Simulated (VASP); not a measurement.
Set up this calculation in VASP 6.6.1, as the native input.

```
Task                   : single point
Functional             : PBEsol
Potentials or basis    : VASP PAW PBE potentials, release 64 (Mn_pv, O)
Cutoff                 : 520 eV
k mesh                 : 11 × 11 × 11
Occupations            : fermi-dirac, width 0.05 eV
Spin                   : collinear spin, ferromagnetic start
Starting moments       : [4.0, 0.0, 0.0] μB
Dipole correction      : no
Further INCAR settings : ALGO = Normal; EDIFF = 1e-06; NBANDS = 24
```

The structure of MnO2 lies in POSCAR:

```
MnO2
1.0
    1.4284348394      0.8247072390      4.5839315268
   -1.4284348394      0.8247072390      4.5839315268
    0.0000000000     -1.6494144781      4.5839315268
Mn O
1 2
Direct
    0.0000000000      0.0000000000      0.0000000000
    0.7356355100      0.7356355100      0.7356355100
    0.2643644900      0.2643644900      0.2643644900
```

These files were run (other wordings do the same):

INCAR

```
SYSTEM = MnO2
  PREC = Accurate
  ENCUT = 520
  EDIFF = 1E-6
  ISMEAR = -1
  SIGMA = 0.05
  LREAL = .FALSE.
  LASPH = .TRUE.
  NELM = 150
  ALGO = Normal
  ISIF = 2
  LWAVE = .FALSE.
  LCHARG = .FALSE.
  ISPIN = 2
  MAGMOM = 4 0 0
  LORBIT = 11
  LMAXMIX = 4
  GGA = PS
  NBANDS = 24
```

KPOINTS

```
Automatic mesh
0
G
  11 11 11
  0 0 0
```

Potentials or basis: VASP PAW PBE potentials, release 64 (Mn_pv, O).

Launch:

```sh
$ cat potpaw_PBE.64/Mn_pv/POTCAR potpaw_PBE.64/O/POTCAR > POTCAR
$ mpirun -np 1 vasp_std > vasp.out
```

It gave:

```yaml
Pressure: -1.1 GPa
Largest_force: 0.081 eV/Å
Band_gap_on_the_k_mesh: 0.73 eV (least direct gap 0.80 eV)
Net_moment: 3.00 μB per cell
Site_moments: Mn +2.84; O +0.04 μB
Valence_electrons_inside_the_program's_atomic_spheres: Mn 11.77; O 4.98
```

Caveat: semilocal functionals underestimate gaps, and a narrow one can read as zero; the PAW data sets were made with another functional, which shifts forces and pressure a little; a cell with one magnetic atom can't hold antiferromagnetic order, which such compounds often take.

Wall time 11 min on 1 thread of Intel Xeon 8259CL, with other jobs on the host, peak memory 0.35 GiB.
